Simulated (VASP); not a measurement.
# MgI2 in VASP: settings compared

MgI2 is run at these levels: PBE, r2SCAN; tasks: single point.

Program: VASP 6.6.1. These are calculated values, not measurements. Logs are shortened: lines on timing, memory, paths and dates and some standing lists are left out, and cuts for length are marked.

## 1. The cell of the first run

Symmetry: P-3m1, No. 164, trigonal system. Conventional cell: a = 4.220 Å, b = 4.220 Å, c = 6.873 Å, α = 90.00°, β = 90.00°, γ = 120.00°. Within 3.9 Å of Mg (site symmetry -3m) lie 6 I at 2.94 Å. I (site symmetry 3m) has 3 Mg at 2.94 Å within 3.9 Å.

## 2. Single point, PBE (biaxial xy strain +1.5%)

Contents of INCAR:

```
SYSTEM = MgI2
ALGO     = Normal         ! electronic algorithm
EDIFF    = 1E-6           ! SCF threshold, eV
ENCUT    = 520            ! plane-wave cutoff, eV
GGA      = PE             ! functional
ISIF     = 2              ! what is computed and relaxed
ISMEAR   = -1             ! smearing method
LASPH    = .TRUE.         ! aspherical terms in the spheres
LCHARG   = .FALSE.        ! write CHGCAR
LREAL    = .FALSE.        ! projectors in reciprocal space
LWAVE    = .FALSE.        ! write WAVECAR
NBANDS   = 15             ! bands
NELM     = 100            ! most SCF steps
PREC     = Accurate       ! precision mode
SIGMA    = 0.02           ! smearing width, eV
```

Contents of KPOINTS:

```
k-points
0
G
  12 12 4
  0 0 0
```

Contents of POSCAR:

```
MgI2
1.0
    4.2195712571      0.0000000000      0.0000000000
   -2.1097856285      3.6542559017      0.0000000000
    0.0000000000      0.0000000000      6.8733253065
Mg I
1 2
Direct
    0.0000000000      0.0000000000      0.0000000000
    0.3333333333      0.6666666667      0.2399819442
    0.6666666667      0.3333333333      0.7600180558
```

Potentials or basis: VASP PAW PBE potentials, release 64 (Mg, I).

Started as:

```sh
$ cat potpaw_PBE.64/Mg/POTCAR potpaw_PBE.64/I/POTCAR > POTCAR
$ mpirun -np 1 vasp_std > vasp.out
```

OUTCAR:

```text
SYSTEM = MgI2
   EDIFF = 1E-6
   ENCUT = 520
   GGA = PE
   ISIF = 2
   ISMEAR = -1
   LASPH = .TRUE.
   LREAL = .FALSE.
   NELM = 100
   PREC = Accurate

 ion  position               nearest neighbor table
   1  0.000  0.000  0.000-   2 2.94   3 2.94   2 2.94   3 2.94   3 2.94   2 2.94
   2  0.333  0.667  0.240-   1 2.94   1 2.94   1 2.94
   3  0.667  0.333  0.760-   1 2.94   1 2.94   1 2.94

  LATTYP: Found a hexagonal cell.
 ALAT       =     4.2195712571
 C/A-ratio  =     1.6289155669

  Lattice vectors:

 A1 = (   4.2195712571,   0.0000000000,   0.0000000000)
 A2 = (  -2.1097856285,   3.6542559017,   0.0000000000)
 A3 = (   0.0000000000,   0.0000000000,   6.8733253065)

Analysis of symmetry for initial positions (statically):
=====================================================================
 Subroutine PRICEL returns:
 Original cell was already a primitive cell.

 Routine SETGRP: Setting up the symmetry group for a
 hexagonal supercell.

 Subroutine GETGRP returns: Found 12 space group operations
 (whereof 12 operations were pure point group operations)
 out of a pool of 24 trial point group operations.

The static configuration has the point symmetry D_3d.

Analysis of symmetry for dynamics (positions and initial velocities):
=====================================================================
 Subroutine PRICEL returns:
 Original cell was already a primitive cell.

 Routine SETGRP: Setting up the symmetry group for a
 hexagonal supercell.

 Subroutine GETGRP returns: Found 12 space group operations
 (whereof 12 operations were pure point group operations)
 out of a pool of 24 trial point group operations.

The dynamic configuration has the point symmetry D_3d.

 Subroutine INISYM returns: Found 12 space group operations
 (whereof 12 operations are pure point group operations),
 and found     1 'primitive' translations

----------------------------------------------------------------------------------------

                                     Primitive cell

  volume of cell :     105.9825

  direct lattice vectors                    reciprocal lattice vectors
     4.219571257  0.000000000  0.000000000     0.236990902  0.136826761  0.000000000
    -2.109785629  3.654255902  0.000000000     0.000000000  0.273653523  0.000000000
     0.000000000  0.000000000  6.873325306     0.000000000  0.000000000  0.145489986

  length of vectors
     4.219571257  4.219571257  6.873325306     0.273653523  0.273653523  0.145489986

  position of ions in fractional coordinates (direct lattice)
     0.000000000  0.000000000  0.000000000
     0.333333333  0.666666667  0.239981944
     0.666666667  0.333333333  0.760018056

  ion indices of the primitive-cell ions
   primitive index   ion index
                 1           1
                 2           2
                 3           3

----------------------------------------------------------------------------------------

 KPOINTS: k-points

Automatic generation of k-mesh.
 Grid dimensions read from file:
 generate k-points for:   12   12    4

 Generating k-lattice:

  Cartesian coordinates                     Fractional coordinates (reciprocal lattice)
     0.019749242  0.011402230  0.000000000     0.083333333  0.000000000  0.000000000
     0.000000000  0.022804460  0.000000000     0.000000000  0.083333333  0.000000000
     0.000000000  0.000000000  0.036372496     0.000000000  0.000000000  0.250000000

  Length of vectors
     0.022804460  0.022804460  0.036372496

  Shift w.r.t. Gamma in fractional coordinates (k-lattice)
     0.000000000  0.000000000  0.000000000

 Subroutine IBZKPT returns following result:
 ===========================================

 Found     69 irreducible k-points:

 Following reciprocal coordinates:
            Coordinates               Weight
  0.000000  0.000000  0.000000      1.000000
  0.083333  0.000000  0.000000      6.000000
  0.166667  0.000000  0.000000      6.000000
  0.250000  0.000000  0.000000      6.000000
  0.333333  0.000000  0.000000      6.000000
  0.416667  0.000000  0.000000      6.000000
[... 16 lines left out ...]
  0.166667  0.000000  0.250000      6.000000
  0.000000  0.166667  0.250000      6.000000
 [... further k-points ...]
   k-points           NKPTS =     69   k-points in BZ     NKDIM =     69   number of bands    NBANDS=     15
   number of dos      NEDOS =    301   number of ions     NIONS =      3
   total plane-waves  NPLWV =  55296
   dimension x,y,z NGX =    32 NGY =   32 NGZ =   54
   dimension x,y,z NGXF=    64 NGYF=   64 NGZF=  108
   ions per type =               1   2
   NGX,Y,Z   is equivalent  to a cutoff of  12.61, 12.61, 13.06 a.u.
   NGXF,Y,Z  is equivalent  to a cutoff of  25.22, 25.22, 26.12 a.u.
 SYSTEM =  MgI2
   PREC   = accura    normal or accurate (medium, high low for compatibility)
   ISTART =      0    job   : 0-new  1-cont  2-samecut
   ICHARG =      2    charge: 1-file 2-atom 10-const
   ISPIN  =      1    spin polarized calculation?
   LNONCOLLINEAR =      F non collinear calculations
   LSORBIT =      F    spin-orbit coupling
   LASPH  =      T    aspherical Exc in radial PAW
   ENCUT  =  520.0 eV  38.22 Ry    6.18 a.u.   7.85  7.85 12.78*2*pi/ulx,y,z
   NELM   =    100;   NELMIN=  2; NELMDL= -5     # of ELM steps
   EDIFF  = 0.1E-05   stopping-criterion for ELM
   LREAL  =      F    real-space projection
   EDIFFG = 0.1E-04   stopping-criterion for IOM
   NSW    =      0    number of steps for IOM
   IBRION =     -1    ionic relax: 0-MD 1-quasi-New 2-CG
   NFREE  =      0    steps in history (QN), initial steepest desc. (CG)
   ISIF   =      2    stress and relaxation
   ISYM   =      2    0-nonsym 1-usesym 2-fastsym
   POTIM  = 0.5000    time-step for ionic-motion
   TEBEG  =    0.0;   TEEND  =   0.0 temperature during run
   PSTRESS=    0.0 pullay stress
   NELECT =      16.0000    total number of electrons
   NUPDOWN=      -1.0000    fix difference up-down
   EMIN   =  10.00;   EMAX   =-10.00  energy-range for DOS
   EFERMI =   0.00;   METHOD = LEGACY
   ISMEAR =    -1;   SIGMA  =   0.02  broadening in eV -4-tet -1-fermi 0-gaus
   EFERMI_NEDOS =   21; number of points for ismear=-14 and -15
   IALGO  =     38    algorithm
   IMIX   =      4    mixing-type and parameters
     AMIX     =   0.40;   BMIX     =  1.00
     AMIX_MAG =   1.60;   BMIX_MAG =  1.00
  volume/ion in A,a.u.               =      35.33       238.40
  Fermi-wavevector in a.u.,A,eV,Ry     =   0.871706  1.647286 10.338680  0.759872
  Thomas-Fermi vector in A             =   1.990852
   LORBIT       =      0    0 simple, 1 ext, 2 COOP (PROOUT), +10 PAW based schemes
   GGA     = PE    functional components
   LHFCALC =     F    Hartree Fock is set to
   AEXX    =    0.0000 exact exchange contribution
   IVDW    =     0    specifies the selected vdW correction
   LEPSILON=     F    determine dielectric tensor
   LRPA    =     F    only Hartree local field effects (RPA)
 non-spin polarized calculation
  energy-cutoff  :      520.00
  volume of cell :      105.98
 maximum number of plane-waves:      2871
   NGX = 15   NGY = 15   NGZ = 25

 number of electron      15.9999999 magnetization

 Free energy of the ion-electron system (eV)
  ---------------------------------------------------
  ext. energy  EPLUGINS =         0.00000000
  ---------------------------------------------------
  free energy    TOTEN  =        -7.70968969 eV

  energy without entropy =       -7.70968969  energy(sigma->0) =       -7.70968969

 E-fermi :   2.5299     XC(G=0):  -8.0699

 val. band max:        2.0834431089   @ k =   0.0000   0.0000   0.0000
 cond. band min:       5.5077374547   @ k =   0.5000   0.0000   0.2500
 fundamental gap:      3.4242943458
 Fermi energy:         2.5299082537

 k-point     1 :       0.0000    0.0000    0.0000
  band No.  band energies     occupation
      1      -9.9487      2.00000
      2      -9.2567      2.00000
      3      -1.3502      2.00000
      4       1.5012      2.00000
      5       1.5012      2.00000
      6       1.8804      2.00000
      7       1.8804      2.00000
      8       2.0834      2.00000
      9       5.5715      0.00000
     10       6.6960      0.00000
     11       8.5807      0.00000
     12       8.5807      0.00000
     13       9.6029      0.00000
     14      10.1014      0.00000
     15      10.1014      0.00000

 k-point     2 :       0.0833    0.0000    0.0000
  band No.  band energies     occupation
      1      -9.9151      2.00000
      2      -9.2404      2.00000
      3      -1.3036      2.00000
      4       1.2227      2.00000
      5       1.4095      2.00000
      6       1.6310      2.00000
      7       1.8804      2.00000
      8       2.0606      2.00000
      9       5.8794      0.00000
     10       6.9737      0.00000
     11       8.2471      0.00000
     12       8.6928      0.00000
     13       9.7536      0.00000
     14       9.9205      0.00000
     15      10.2150      0.00000

 k-point     3 :       0.1667    0.0000    0.0000
  band No.  band energies     occupation
      1      -9.8192      2.00000
      2      -9.1969      2.00000
      3      -1.1748      2.00000
      4       0.5805      2.00000
      5       1.1008      2.00000
      6       1.2055      2.00000
      7       1.8430      2.00000
      8       1.9797      2.00000
      9       6.4219      0.00000
     10       7.3337      0.00000
     11       8.1170      0.00000
     12       8.9453      0.00000
     13       9.2237      0.00000
     14      10.0098      0.00000
     15      10.4720      0.00000

 k-point     4 :       0.2500    0.0000    0.0000
  band No.  band energies     occupation
      1      -9.6758      2.00000
      2      -9.1416      2.00000
      3      -1.0203      2.00000
      4      -0.0915      2.00000
      5       0.5529      2.00000
      6       0.9800      2.00000
      7       1.7588      2.00000
      8       1.8269      2.00000
      9       6.3889      0.00000
     10       7.4210      0.00000
     11       8.4024      0.00000
     12       9.0926      0.00000
     13       9.1302      0.00000
     14       9.9437      0.00000
     15      10.9646      0.00000
[... 307 lines left out ...]
 k-point    22 :       0.0000    0.0833    0.2500
  band No.  band energies     occupation
      1      -9.8579      2.00000
      2      -9.3173      2.00000
      3      -1.0198      2.00000
      4       1.2466      2.00000
      5       1.3385      2.00000
      6       1.4588      2.00000
      7       1.7779      2.00000
      8       1.8241      2.00000
      9       6.2540      0.00000
     10       7.0251      0.00000
     11       8.2753      0.00000
     12       8.6744      0.00000
     13       9.5094      0.00000
     14       9.8738      0.00000
     15       9.9831      0.00000

 k-point    23 :       0.1667    0.0000    0.2500
  band No.  band energies     occupation
      1      -9.7651      2.00000
      2      -9.2675      2.00000
      3      -0.9339      2.00000
      4       0.4909      2.00000
      5       1.0790      2.00000
      6       1.2520      2.00000
      7       1.6982      2.00000
      8       1.7857      2.00000
      9       6.6161      0.00000
     10       7.3864      0.00000
     11       8.1833      0.00000
     12       8.8023      0.00000
     13       9.0801      0.00000
     14       9.8249      0.00000
     15      10.5998      0.00000

 k-point    24 :       0.0000    0.1667    0.2500
  band No.  band energies     occupation
      1      -9.7655      2.00000
      2      -9.2669      2.00000
      3      -0.9642      2.00000
      4       0.7027      2.00000
      5       0.8962      2.00000
      6       1.2640      2.00000
      7       1.6970      2.00000
      8       1.7683      2.00000
      9       6.4207      0.00000
     10       7.5585      0.00000
     11       8.4073      0.00000
     12       9.0103      0.00000
     13       9.0511      0.00000
     14       9.7582      0.00000
     15      10.2519      0.00000

 [... further k-points ...]
[... 5 lines left out ...]
  --------------------------------------------------------------------------------------
  -------------------------------------------------------------------------------------
  Total        0.0698324      0.0698324      0.6524179      0.0000000      0.0000000     -0.0000000
  in kB        1.0556832      1.0556832      9.8628457      0.0000000      0.0000000     -0.0000000
  external PRESSURE =       3.9914041 kB  Pullay stress =       0.0000000 kB

 VOLUME and BASIS-vectors are now :
 -----------------------------------------------------------------------------
  energy-cutoff  :      520.00
  volume of cell :      105.98
      direct lattice vectors                 reciprocal lattice vectors
     4.219571257  0.000000000  0.000000000     0.236990902  0.136826761  0.000000000
    -2.109785629  3.654255902  0.000000000     0.000000000  0.273653523  0.000000000
     0.000000000  0.000000000  6.873325306     0.000000000  0.000000000  0.145489986

 POSITION                                       TOTAL-FORCE (eV/Angst)
 -----------------------------------------------------------------------------------
      0.00000      0.00000      0.00000        -0.000000      0.000000      0.000000
     -0.00000      2.43617      1.64947         0.000000     -0.000000     -0.003696
      2.10979      1.21809      5.22385        -0.000000      0.000000      0.003696
 -----------------------------------------------------------------------------------
    total drift:                               -0.000000      0.000000     -0.000000

  FREE ENERGIE OF THE ION-ELECTRON SYSTEM (eV)
  ---------------------------------------------------
  free  energy   TOTEN  =        -7.7096896949 eV

  energy  without entropy=       -7.7096896949  energy(sigma->0) =       -7.70968969
```

Wall time 40 s (1 thread of Intel Xeon 6975P-C (Granite Rapids), shared host); peak memory 0.29 GiB.

What came out:

```yaml
Free_energy: -7.7097 eV
Pressure: 0.4 GPa
Largest_force: 0.004 eV/Å
Band_gap_on_the_k_mesh: 3.42 eV, indirect (least direct gap 3.49 eV)
```

Forces on the atoms (eV/Å):
```
Mg   0.000  0.000  0.000
I    0.000  0.000 -0.004
I    0.000  0.000  0.004
```

Caveat: the cell differs from its parent crystal (biaxial xy strain +1.5%); spin-orbit coupling is left out, which moves the levels of the heavy elements; this functional lacks dispersion, which binds the layers, so the pressure and a relaxed spacing across them are unreliable. A k mesh can miss the band edges.

## 3. Single point, PBE (shear xy strain -0.5%)

Contents of INCAR:

```
PREC = Accurate
ENCUT = 520
EDIFF = 1E-6
ISMEAR = -1
SIGMA = 0.02
LREAL = F
LASPH = T
NELM = 100
ALGO = Normal
ISIF = 2
LWAVE = F
LCHARG = F
GGA = PE
NBANDS = 15
```

Contents of KPOINTS:

```
regular mesh
0
Gamma
  12 12 4
```

Contents of POSCAR:

```
MgI2
1.0
    4.1572130612     -0.0112244753      0.0000000000
   -2.0883272113      3.6058643576      0.0000000000
    0.0000000000      0.0000000000      6.8733253065
Mg I
1 2
Direct
    0.0000000000      0.0000000000      0.0000000000
    0.3333333333      0.6666666667      0.2426220900
    0.6666666667      0.3333333333      0.7573779100
```

Potentials or basis: VASP PAW PBE potentials, release 64 (Mg, I).

Started as:

```sh
$ cat potpaw_PBE.64/Mg/POTCAR potpaw_PBE.64/I/POTCAR > POTCAR
$ mpirun -np 1 vasp_std > vasp.out
```

Wall time 2.5 min (1 thread of Intel Xeon 6975P-C (Granite Rapids), shared host); peak memory 0.57 GiB.

Results (log left out):

| Property | Result |
| --- | --- |
| Free energy | -7.6990 eV |
| Pressure | 1.1 GPa |
| Band gap on the k mesh | 3.49 eV, indirect (least direct gap 3.67 eV) |

Stress tensor (GPa, compression positive):
```
 0.99  0.09 -0.01
 0.09  0.99  0.00
-0.01  0.00  1.22
```

Levels at points of the mesh, in eV from the valence-band top:
```tsv
k point	band 5	band 6	band 7	band 8	band 9	band 10	band 11	band 12
(0.00, 0.00, 0.00)	-0.45	-0.10	-0.08	0.00	3.67	4.76	6.65	6.70
(0.50, 0.00, 0.00)	-1.86	-1.41	-0.91	-0.48	3.60	5.29	5.50	6.90
(0.00, 0.50, 0.00)	-1.87	-1.39	-0.91	-0.46	3.62	5.31	5.50	6.93
(0.50, 0.50, 0.00)	-1.88	-1.37	-0.91	-0.45	3.63	5.34	5.51	6.96
(0.00, 0.00, 0.50)	-0.38	-0.35	-0.20	-0.18	4.63	4.84	6.47	6.52
(0.50, 0.00, 0.50)	-1.24	-1.13	-0.81	-0.72	3.51	5.19	5.68	6.06
(0.00, 0.50, 0.50)	-1.22	-1.13	-0.80	-0.70	3.52	5.20	5.68	6.06
(0.50, 0.50, 0.50)	-1.20	-1.14	-0.80	-0.69	3.53	5.21	5.67	6.07
```

Caveat: the cell differs from its parent crystal (shear xy strain -0.5%); spin-orbit coupling is left out, which moves the levels of the heavy elements.

(Continued in part 2 of 2.)
